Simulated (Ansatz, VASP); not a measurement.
Two plane-wave programs on Al

```
Al
1.0
     2.81246    0.00000    0.00000
    -1.40623    2.43566    0.00000
     0.00000    0.00000    4.86685
Al
2
Direct
  0.62158 0.45650 0.75000
  0.33333 0.66667 0.25000
```

Alike in both runs: task single point; functional PBE; dispersion D3(BJ); k mesh 18 × 18 × 10; occupations gaussian, width 0.15 eV; no spin polarisation.

```csv
,VASP,Ansatz
version,VASP 6.6.1,Ansatz 0.2.0
potentials or method,"VASP PAW PBE potentials, release 64 (Al), cutoff 520 eV","scalar-relativistic, plane waves, PAW"
valence electrons in the cell,6,6
```

```tsv
	VASP	Ansatz	Ansatz less VASP
gap on the k mesh at the Fermi level (eV)	none	none	-
pressure (GPa)	-1.8	-1.8	+0.02
traceless stress, the component that is largest in VASP (GPa)	0.75	0.74	-0.010
rms of the force components (eV/Å)	0.234	0.235	+0.0005
```

Atom by atom the forces differ by 0.001 eV/Å (rms over components). A gap of «none» marks a metal or a gap that the smearing closes.
